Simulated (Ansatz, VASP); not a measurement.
SiNi in VASP and in Ansatz

```
CELL_PARAMETERS angstrom
0.00000 2.37031 2.37031
2.37031 0.00000 2.37031
2.37031 2.37031 0.00000
ATOMIC_POSITIONS crystal
Ni 0.00000 0.00000 0.00000
Si 0.50000 0.50000 0.50000
```

Alike in both runs: functional PBE; k mesh 15 × 15 × 15; occupations fermi-dirac, width 0.1 eV; no spin polarisation.

Ansatz relaxed the structure, and its values are those at the end. VASP's run is a single point on that final structure, the one shown.

|  | VASP | Ansatz |
| --- | --- | --- |
| version | VASP 6.6.1 | Ansatz 0.2.0 |
| potentials or method | VASP PAW PBE potentials, release 64 (Ni, Si) | PAW with Ansatz's default frozen-core files, scalar-relativistic |
| plane-wave cutoff (eV) | 520 | 420 |
| valence electrons in the cell | 14 | 22 |

```csv
,VASP,Ansatz,Ansatz less VASP
pressure (GPa),0.0,0.0,0.00
```

VASP's potentials hold 14 valence electrons a cell and Ansatz's 22, so a difference there can come from the potentials and not from the codes.
